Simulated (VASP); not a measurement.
# BN (P6_3/mmc) in VASP: a series of runs

Runs on BN. Level: PBE. Tasks: single point.

Everything below comes from runs of VASP 6.6.1. Logs are shortened: lines on timing, memory, paths and dates and some standing lists are left out, and cuts for length are marked.

## 1. The cell of the first run

The structure is hexagonal, space group P6_3/mmc (No. 194). Conventional cell: a = 2.573 Å, b = 2.573 Å, c = 6.685 Å, α = 90.00°, β = 90.00°, γ = 120.00°. B (site symmetry -6m2) has 3 N at 1.49 Å within 2.0 Å. Within 2.0 Å of N (site symmetry -6m2) lie 3 B at 1.49 Å.

## 2. Single point, PBE (volume scaled by 1.04, then relaxed in part)

INCAR reads:

```
ALGO = Normal
EDIFF = 1E-6
ENCUT = 520
GGA = PE
ISIF = 2
ISMEAR = -1
LASPH = True
LCHARG = False
LREAL = False
LWAVE = False
NBANDS = 16
NELM = 100
PREC = Accurate
SIGMA = 0.02
```

KPOINTS reads:

```
k-points
0
Gamma
  13 13 5
```

POSCAR reads:

```
BN
1.0
    2.5734248857      0.0000000000      0.0000000000
   -1.2867124428      2.2286513257      0.0000000000
    0.0000000000      0.0000000000      6.6848257464
B N
2 2
Direct
    0.3333333333      0.6666666667      0.2500000000
    0.6666666667      0.3333333333      0.7500000000
    0.3333333333      0.6666666667      0.7500000000
    0.6666666667      0.3333333333      0.2500000000
```

Potentials or basis: VASP PAW PBE potentials, release 64 (B, N).

Started as:

```
> cat potpaw_PBE.64/B/POTCAR potpaw_PBE.64/N/POTCAR > POTCAR
> mpirun -np 1 vasp_std > vasp.out
```

OUTCAR:

```text
EDIFF = 1E-6
   ENCUT = 520
   GGA = PE
   ISIF = 2
   ISMEAR = -1
   LASPH = True
   LREAL = False
   NELM = 100
   PREC = Accurate

 ion  position               nearest neighbor table
   1  0.333  0.667  0.250-   4 1.49   4 1.49   4 1.49
   2  0.667  0.333  0.750-   3 1.49   3 1.49   3 1.49
   3  0.333  0.667  0.750-   2 1.49   2 1.49   2 1.49
   4  0.667  0.333  0.250-   1 1.49   1 1.49   1 1.49

  LATTYP: Found a hexagonal cell.
 ALAT       =     2.5734248857
 C/A-ratio  =     2.5976377953

  Lattice vectors:

 A1 = (   2.5734248857,   0.0000000000,   0.0000000000)
 A2 = (  -1.2867124428,   2.2286513257,   0.0000000000)
 A3 = (   0.0000000000,   0.0000000000,   6.6848257464)

Analysis of symmetry for initial positions (statically):
=====================================================================
 Subroutine PRICEL returns:
 Original cell was already a primitive cell.

 Routine SETGRP: Setting up the symmetry group for a
 hexagonal supercell.

 Subroutine GETGRP returns: Found 24 space group operations
 (whereof 12 operations were pure point group operations)
 out of a pool of 24 trial point group operations.

The static configuration has the point symmetry D_3d.
 The point group associated with its full space group is D_6h.

Analysis of symmetry for dynamics (positions and initial velocities):
=====================================================================
 Subroutine PRICEL returns:
 Original cell was already a primitive cell.

 Routine SETGRP: Setting up the symmetry group for a
 hexagonal supercell.

 Subroutine GETGRP returns: Found 24 space group operations
 (whereof 12 operations were pure point group operations)
 out of a pool of 24 trial point group operations.

The dynamic configuration has the point symmetry D_3d.
 The point group associated with its full space group is D_6h.

 Subroutine INISYM returns: Found 24 space group operations
 (whereof 12 operations are pure point group operations),
 and found     1 'primitive' translations

----------------------------------------------------------------------------------------

                                     Primitive cell

  volume of cell :      38.3393

  direct lattice vectors                    reciprocal lattice vectors
     2.573424886  0.000000000  0.000000000     0.388587211  0.224350931  0.000000000
    -1.286712443  2.228651326  0.000000000     0.000000000  0.448701862  0.000000000
     0.000000000  0.000000000  6.684825746     0.000000000  0.000000000  0.149592531
[... 85 lines left out ...]
   LASPH  =      T    aspherical Exc in radial PAW
   ENCUT  =  520.0 eV  38.22 Ry    6.18 a.u.   4.78  4.78 12.43*2*pi/ulx,y,z
   NELM   =    100;   NELMIN=  2; NELMDL= -5     # of ELM steps
   EDIFF  = 0.1E-05   stopping-criterion for ELM
   LREAL  =      F    real-space projection
   EDIFFG = 0.1E-04   stopping-criterion for IOM
   NSW    =      0    number of steps for IOM
   IBRION =     -1    ionic relax: 0-MD 1-quasi-New 2-CG
   NFREE  =      0    steps in history (QN), initial steepest desc. (CG)
   ISIF   =      2    stress and relaxation
   ISYM   =      2    0-nonsym 1-usesym 2-fastsym
   POTIM  = 0.5000    time-step for ionic-motion
   TEBEG  =    0.0;   TEEND  =   0.0 temperature during run
   PSTRESS=    0.0 pullay stress
   NELECT =      16.0000    total number of electrons
   NUPDOWN=      -1.0000    fix difference up-down
   EMIN   =  10.00;   EMAX   =-10.00  energy-range for DOS
   EFERMI =   0.00;   METHOD = LEGACY
   ISMEAR =    -1;   SIGMA  =   0.02  broadening in eV -4-tet -1-fermi 0-gaus
   EFERMI_NEDOS =   21; number of points for ismear=-14 and -15
   IALGO  =     38    algorithm
   IMIX   =      4    mixing-type and parameters
     AMIX     =   0.40;   BMIX     =  1.00
     AMIX_MAG =   1.60;   BMIX_MAG =  1.00
  volume/ion in A,a.u.               =       9.58        64.68
  Fermi-wavevector in a.u.,A,eV,Ry     =   1.223396  2.311882 20.363797  1.496697
  Thomas-Fermi vector in A             =   2.358508
   LORBIT       =      0    0 simple, 1 ext, 2 COOP (PROOUT), +10 PAW based schemes
   GGA     = PE    functional components
   LHFCALC =     F    Hartree Fock is set to
   AEXX    =    0.0000 exact exchange contribution
   IVDW    =     0    specifies the selected vdW correction
   LEPSILON=     F    determine dielectric tensor
   LRPA    =     F    only Hartree local field effects (RPA)
 non-spin polarized calculation
  energy-cutoff  :      520.00
  volume of cell :       38.34
 maximum number of plane-waves:      1046
 NGX is ok and might be reduce to    20
   NGX =  9   NGY =  9   NGZ = 25

 number of electron      16.0000000 magnetization

 Free energy of the ion-electron system (eV)
  ---------------------------------------------------
  ext. energy  EPLUGINS =         0.00000000
  ---------------------------------------------------
  free energy    TOTEN  =       -35.02974011 eV

  energy without entropy =      -35.02974011  energy(sigma->0) =      -35.02974011

 E-fermi :   2.4240     XC(G=0):  -9.8591

 val. band max:        1.9242140896   @ k =   0.3077   0.3077   0.0000
 cond. band min:       6.0760478785   @ k =   0.4615   0.0769   0.0000
 fundamental gap:      4.1518337889
 Fermi energy:         2.4239724512

 k-point     1 :       0.0000    0.0000    0.0000
  band No.  band energies     occupation
      1     -15.4368      2.00000
      2     -15.1496      2.00000
      3      -3.9162      2.00000
      4      -1.8052      2.00000
      5       0.4607      2.00000
      6       0.4607      2.00000
[... 433 lines left out ...]
      3      -3.1664      2.00000
      4      -1.5499      2.00000
      5      -1.1892      2.00000
      6      -1.1382      2.00000
[... 8 lines left out ...]
     15      14.5220      0.00000
     16      14.6174      0.00000

 [... further k-points ...]
[... 5 lines left out ...]
  --------------------------------------------------------------------------------------
  -------------------------------------------------------------------------------------
  Total       -5.4254692     -5.4254692      0.5746719     -0.0000000      0.0000000      0.0000000
  in kB     -226.7274850   -226.7274849     24.0152353     -0.0000000      0.0000000      0.0000000
  external PRESSURE =    -143.1465782 kB  Pullay stress =       0.0000000 kB

 VOLUME and BASIS-vectors are now :
 -----------------------------------------------------------------------------
  energy-cutoff  :      520.00
  volume of cell :       38.34
      direct lattice vectors                 reciprocal lattice vectors
     2.573424886  0.000000000  0.000000000     0.388587211  0.224350931  0.000000000
    -1.286712443  2.228651326  0.000000000     0.000000000  0.448701862  0.000000000
     0.000000000  0.000000000  6.684825746     0.000000000  0.000000000  0.149592531

 POSITION                                       TOTAL-FORCE (eV/Angst)
 -----------------------------------------------------------------------------------
     -0.00000      1.48577      1.67121        -0.000000      0.000000      0.000000
      1.28671      0.74288      5.01362         0.000000     -0.000000      0.000000
     -0.00000      1.48577      5.01362        -0.000000     -0.000000      0.000000
      1.28671      0.74288      1.67121        -0.000000     -0.000000      0.000000
 -----------------------------------------------------------------------------------
    total drift:                                0.000000     -0.000000      0.000000

  FREE ENERGIE OF THE ION-ELECTRON SYSTEM (eV)
  ---------------------------------------------------
  free  energy   TOTEN  =       -35.0297401058 eV

  energy  without entropy=      -35.0297401058  energy(sigma->0) =      -35.02974011
```

OSZICAR:

```text
N       E                     dE             d eps       ncg     rms          rms(c)
DAV:   1     0.480599480450E+02    0.48060E+02   -0.77451E+03  2016   0.913E+02
DAV:   2    -0.345359762574E+02   -0.82596E+02   -0.74120E+02  2816   0.212E+02
DAV:   3    -0.380646335246E+02   -0.35287E+01   -0.35115E+01  2680   0.437E+01
DAV:   4    -0.380888774130E+02   -0.24244E-01   -0.24234E-01  2464   0.401E+00
DAV:   5    -0.380891156197E+02   -0.23821E-03   -0.23820E-03  2680   0.378E-01    0.106E+01
DAV:   6    -0.352839445072E+02    0.28052E+01   -0.49548E+00  2592   0.170E+01    0.465E+00
DAV:   7    -0.350963949892E+02    0.18755E+00   -0.47085E-01  2704   0.501E+00    0.300E+00
DAV:   8    -0.350343342801E+02    0.62061E-01   -0.21735E-01  2680   0.305E+00    0.491E-01
DAV:   9    -0.350287317059E+02    0.56026E-02   -0.15001E-02  2376   0.999E-01    0.173E-01
DAV:  10    -0.350296273478E+02   -0.89564E-03   -0.14875E-03  2416   0.286E-01    0.362E-02
DAV:  11    -0.350297303694E+02   -0.10302E-03   -0.98828E-05  2488   0.802E-02    0.223E-02
DAV:  12    -0.350297398860E+02   -0.95166E-05   -0.26602E-05  2272   0.362E-02    0.297E-03
DAV:  13    -0.350297401058E+02   -0.21979E-06   -0.63899E-07  2216   0.613E-03
   1 F= -.35029740E+02 E0= -.35029740E+02  d E =-.228045E-12
```

stdout:

```text
POSCAR found type information on POSCAR B N
 POSCAR found :  2 types and       4 ions
 scaLAPACK will be used
 LDA part: xc-table for (Slater+PW92), standard interpolation
 POSCAR, INCAR and KPOINTS ok, starting setup
 FFT: planning ... GRIDC
 FFT: planning ... GRID_SOFT
 FFT: planning ... GRID
 WAVECAR not read
 entering main loop
```

Wall time 42 s (1 thread of Intel Xeon Platinum 8375C at 2.90GHz (Ice Lake), shared host); peak memory 0.16 GiB.

Results:

| Quantity | Value |
| --- | --- |
| Free energy | -35.0297 eV |
| Pressure | -14.3 GPa |
| Band gap on the k mesh | 4.15 eV, indirect (least direct gap 4.46 eV) |

Caveat: this functional lacks dispersion, which binds the layers, so the pressure and a relaxed spacing across them are unreliable. A k mesh can miss the band edges.

## 3. Single point, PBE (z stretched by +3 %, then relaxed in part)

INCAR reads:

```
SYSTEM = BN
  ALGO = Normal
  EDIFF = 1E-6
  ENCUT = 520
  GGA = PE
  ISIF = 2
  ISMEAR = -1
  LASPH = .TRUE.
  LCHARG = .TRUE.
  LELF = .TRUE.
  LREAL = .FALSE.
  LVHAR = .TRUE.
  LWAVE = .FALSE.
  NBANDS = 16
  NELM = 80
  PREC = Accurate
  SIGMA = 0.02
```

KPOINTS reads:

```
k-points
0
G
  13 13 5
  0 0 0
```

POSCAR reads:

```
BN
1.0
    2.5400000000      0.0000000000      0.0000000000
   -1.2700000000      2.1997045256      0.0000000000
    0.0000000000      0.0000000000      6.7959400000
B N
2 2
Direct
    0.3333333333      0.6666666667      0.2500000000
    0.6666666667      0.3333333333      0.7500000000
    0.3333333333      0.6666666667      0.7500000000
    0.6666666667      0.3333333333      0.2500000000
```

Potentials or basis: VASP PAW PBE potentials, release 64 (B, N).

Started as:

```
> cat potpaw_PBE.64/B/POTCAR potpaw_PBE.64/N/POTCAR > POTCAR
> mpirun -np 1 vasp_std > vasp.out
```

Run time: 45 s. Hardware: 1 thread of Intel Xeon Platinum 8375C at 2.90GHz (Ice Lake), shared host; peak memory 0.16 GiB.

It converged, with:

```yaml
Free_energy: -35.1426 eV
Pressure: -6.5 GPa
Band_gap_on_the_k_mesh: 4.25 eV, indirect (least direct gap 4.58 eV)
```

Stress tensor (GPa, compression positive):
```
-10.71   0.00   0.00
  0.00 -10.71   0.00
  0.00   0.00   2.04
```

Levels at points of the mesh, in eV from the valence-band top:
```
           k point  band 6  band 7  band 8  band 9  band 10  band 11
(0.00, 0.00, 0.00)   -1.42   -1.39   -1.39    5.08     9.87    11.16
```

Caveat: the cell differs from its parent crystal (z stretched by +3 %, then relaxed in part); this functional lacks dispersion, which binds the layers, so the pressure and a relaxed spacing across them are unreliable. A k mesh can miss the band edges.
